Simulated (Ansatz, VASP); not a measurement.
**One calculation of BeS, two programs**

POSCAR

```
BeS
1.0
    0.0000000000      2.4250000000      2.4250000000
    2.4250000000      0.0000000000      2.4250000000
    2.4250000000      2.4250000000      0.0000000000
S Be
1 1
Direct
    0.2500000000      0.2500000000      0.2500000000
    0.0000000000      0.0000000000      0.0000000000
```

INCAR.step1

```
SYSTEM = BeS
  PREC = Accurate
  ENCUT = 660
  ISMEAR = -1
  SIGMA = 0.01
  LREAL = .False.
  LASPH = .True.
  NELM = 120
  NBANDS = 11
  GGA = PE
  ALGO = Normal
  EDIFF = 1E-5
  LWAVE = .True.
  LCHARG = .False.
  GGA_COMPAT = .False.
```

File INCAR.step2:

```
SYSTEM = BeS
  PREC = Accurate
  ENCUT = 660
  EDIFF = 1E-6
  ISMEAR = -1
  SIGMA = 0.01
  LREAL = .False.
  LASPH = .True.
  NELM = 120
  ALGO = Normal
  ISIF = 2
  LWAVE = .False.
  LCHARG = .True.
  METAGGA = R2SCAN
  LMIXTAU = .True.
  LUSE_VDW = .True.
  IVDW_NL = 2
  BPARAM = 11.95
  CPARAM = 0.0093
  LELF = .True.
  LVHAR = .True.
  NBANDS = 11
  ISTART = 1
  GGA_COMPAT = .False.
```

KPOINTS

```
regular mesh
0
Gamma
  9 9 9
  0 0 0
```

Contents of input.yaml:

```yaml
crystal:
  lattice: { a: 4.85, b: 4.85, c: 4.85, alpha: 90.0, beta: 90.0, gamma: 90.0 }
  space_group: 216
  reduce_to_primitive: true
  atoms:
    - { symbol: S, wyckoff: "4c", position: [0.25, 0.25, 0.25] }
    - { symbol: Be, wyckoff: "4a", position: [0.0, 0.0, 0.0] }
hamiltonian:
  xc: r2scan
  pseudopotentials: { kind: nc }
  dispersion: rvv10
kpoints:
  mp_grid: { grid: [9, 9, 9] }
scf:
  occupations: { method: fermi_dirac, width: 0.01 }
output:
  forces: true
  stress: true
  eigenvalues: true
```

Alike in both runs: task single point; functional r2SCAN; dispersion rVV10; k mesh 9 × 9 × 9; occupations fermi-dirac, width 0.01 eV; no spin polarisation.

```csv
,VASP,Ansatz
version,VASP 6.6.1,Ansatz 0.2.0
potentials or method,"VASP PAW PBE potentials, release 64 (S, Be)",Ansatz NC
plane-wave cutoff (eV),660,1520
valence electrons in the cell,8,10
```

|  | VASP | Ansatz | Ansatz less VASP |
| --- | --- | --- | --- |
| gap on the k mesh at the Fermi level (eV) | 3.62 | 3.62 | -0.001 |
| least direct gap on the mesh (eV) | 6.24 | 6.23 | -0.014 |

VASP's potentials were made for PBE, not for r2SCAN. VASP's potentials hold 8 valence electrons a cell and Ansatz's 10, so a difference there can come from the potentials and not from the codes.

Noted on Ansatz's run: the rVV10 pressure on norm-conserving files is uncertain; odd divisions of the mesh miss points on the zone boundary, where band edges often lie, so the gap on the mesh can be too wide.
